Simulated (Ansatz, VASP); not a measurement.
# Re in VASP and in Ansatz

```xyz
2
Lattice="2.7653 0.0000 0.0000 -1.3827 2.3949 0.0000 0.0000 0.0000 4.4736" Properties=species:S:1:pos:R:3 pbc="T T T"
Re    0.0000    1.5966    1.1184
Re    1.3827    0.7983    3.3552
```

Alike in both runs: task relaxation of cell and atoms; functional PBE; k mesh 18 × 18 × 10; occupations gaussian, width 0.1 eV; no spin polarisation.

|  | VASP | Ansatz |
| --- | --- | --- |
| version | VASP 6.6.1 | Ansatz 0.2.0 |
| potentials or method | VASP PAW PBE potentials, release 64 (Re), cutoff 600 eV | scalar-relativistic, plane waves, PAW |
| valence electrons in the cell | 14 | 30 |

Ansatz gave:

* gap on the k mesh at the Fermi level, each at its own relaxed structure (eV): none
* relaxed volume (Å³/atom): 14.95
* relaxed cell length with the largest relative difference (Å): 4.484

**Question.** Which values does VASP return?

**Answer.** gap on the k mesh at the Fermi level, each at its own relaxed structure (eV): none; relaxed volume (Å³/atom): 14.93; relaxed cell length with the largest relative difference (Å): 4.482.

A gap of «none» marks a metal or a gap that the smearing closes. VASP's potentials hold 14 valence electrons a cell and Ansatz's 30, so a difference there can come from the potentials and not from the codes.

Spin-orbit coupling is off throughout.
